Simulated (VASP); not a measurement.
Here is a VASP 6.6.1 calculation.

INCAR

```
PREC = Accurate
ENCUT = 520
EDIFF = 1E-7
ISMEAR = 0
SIGMA = 0.014
LREAL = False
LASPH = True
NELM = 80
ALGO = Normal
ISIF = 2
LWAVE = False
LCHARG = True
GGA = PE
LELF = True
LVHAR = True
NBANDS = 21
```

The input KPOINTS:

```
regular mesh
0
Gamma
  10 10 6
```

The input POSCAR:

```
Ge
1.0
    1.4880529250     -2.5946896100      0.0000000000
    1.4880529250      2.5946896100      0.0000000000
    0.0000000000      0.0000000000      4.7275957900
Ge
2
Direct
    0.3334466300      0.6665533700      0.2500000000
    0.6665533700      0.3334466300      0.7500000000
```

Potentials or basis: VASP PAW PBE potentials, release 64 (Ge_d).

The run is started by

```bash
$ cat potpaw_PBE.64/Ge_d/POTCAR > POTCAR
$ mpirun -np 1 vasp_std > vasp.out
```

Problem. What does it give for the pressure?

Solution. 4.4 GPa.

Problem. Estimate the largest force.

Solution. 0.016 eV/Å.

Problem. Estimate the band gap on the k mesh.

Solution. Zero (bands 14 and 15 overlap by 8.97 eV).

Stress tensor (GPa, compression positive):
```
3.18 0.00 0.00
0.00 4.44 0.00
0.00 0.00 5.48
```

Caveat: the cell stands under pressure.
